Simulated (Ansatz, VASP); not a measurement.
**One calculation of AlN, two programs**

```
CELL_PARAMETERS angstrom
-3.11100 0.00000 0.00000
-1.55550 -2.69421 0.00000
-3.88860 -2.24508 9.95600
ATOMIC_POSITIONS crystal
Al 0.58024 0.58024 0.90375
Al 0.99689 0.99689 0.40375
Al 0.53855 0.53855 0.15375
Al 0.12190 0.12190 0.65375
N 0.25313 0.25313 0.09625
N 0.83648 0.83648 0.59625
N 0.37814 0.37814 0.34625
N 0.96149 0.96149 0.84625
```

Alike in both runs: task single point; functional r2SCAN; k mesh 8 × 8 × 3; occupations gaussian, width 0.05 eV; no spin polarisation.

|  | VASP | Ansatz |
| --- | --- | --- |
| version | VASP 6.6.1 | Ansatz 0.2.0 |
| potentials or method | VASP PAW PBE potentials, release 64 (Al, N), cutoff 520 eV | scalar-relativistic, plane waves, PAW |
| valence electrons in the cell | 32 | 32 |

VASP gave:

- gap on the k mesh at the Fermi level (eV): 4.17
- least direct gap on the mesh (eV): 4.24
- pressure (GPa): -1.9
- traceless stress, the component that is largest in VASP (GPa): -5.54
- rms of the force components (eV/Å): 0.519

Q: What did Ansatz give for the same quantities?

A: gap on the k mesh at the Fermi level (eV): 4.18; least direct gap on the mesh (eV): 4.21; pressure (GPa): -1.5; traceless stress, the component that is largest in VASP (GPa): -5.51; rms of the force components (eV/Å): 0.517.

VASP's potentials were made for PBE, not for r2SCAN. Atom by atom the forces differ by 0.004 eV/Å (rms over components). With one functional, cell and mesh, what is left measures potentials, basis and numerics.
